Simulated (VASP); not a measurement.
Wanted: the native input for a VASP 6.6.1 run.

```
Task                   : single point
Functional             : PBE
Potentials or basis    : VASP PAW PBE potentials, release 64 (Sr_sv, Ti_sv, O)
Cutoff                 : 520 eV
k mesh                 : 8 × 8 × 8
Occupations            : gaussian, width 0.02 eV
Spin                   : no spin polarisation
Dipole correction      : no
Further INCAR settings : ALGO = Normal; EDIFF = 1e-07; NBANDS = 51
```

The structure of SrTiO3 lies in POSCAR:

```
SrTiO3
1.0
   -2.7781601326      2.7781601326      3.9455178644
    2.7781601326     -2.7781601326      3.9455178644
    2.7781601326      2.7781601326     -3.9455178644
Sr Ti O
2 2 6
Direct
    0.7500000000      0.2500000000      0.5000000000
    0.2500000000      0.7500000000      0.5000000000
    0.0000000000      0.0000000000      0.0000000000
    0.5000000000      0.5000000000      0.0000000000
    0.2500000000      0.2500000000      0.0000000000
    0.7500000000      0.7500000000      0.0000000000
    0.7290250199      0.2290250199      0.9580500397
    0.2290250199      0.2709749801      0.5000000000
    0.2709749801      0.7709749801      0.0419499603
    0.7709749801      0.7290250199      0.5000000000
```

The input as run:

INCAR

```
SYSTEM = SrTiO3
PREC = Accurate ; ENCUT = 520
EDIFF = 1E-7 ; ISMEAR = 0
SIGMA = 0.02 ; LREAL = .False.
LASPH = .True. ; NELM = 80
ALGO = Normal ; ISIF = 2
LWAVE = .False. ; LCHARG = .False.
GGA = PE ; NBANDS = 51
```

KPOINTS

```
Automatic mesh
0
Gamma
  8 8 8
  0 0 0
```

Potentials or basis: VASP PAW PBE potentials, release 64 (Sr_sv, Ti_sv, O).

Launch:

```bash
$ cat potpaw_PBE.64/Sr_sv/POTCAR potpaw_PBE.64/Ti_sv/POTCAR potpaw_PBE.64/O/POTCAR > POTCAR
$ mpirun -np 1 vasp_std > vasp.out
```

Results of the run:

| Item | Value |
| --- | --- |
| Pressure | 0.6 GPa |
| Band gap on the k mesh | 1.89 eV |

Run time: 6.7 min on 1 thread of Intel(R) Xeon(R) Platinum 8488C (Sapphire Rapids) (shared host), peak memory 0.46 GiB.
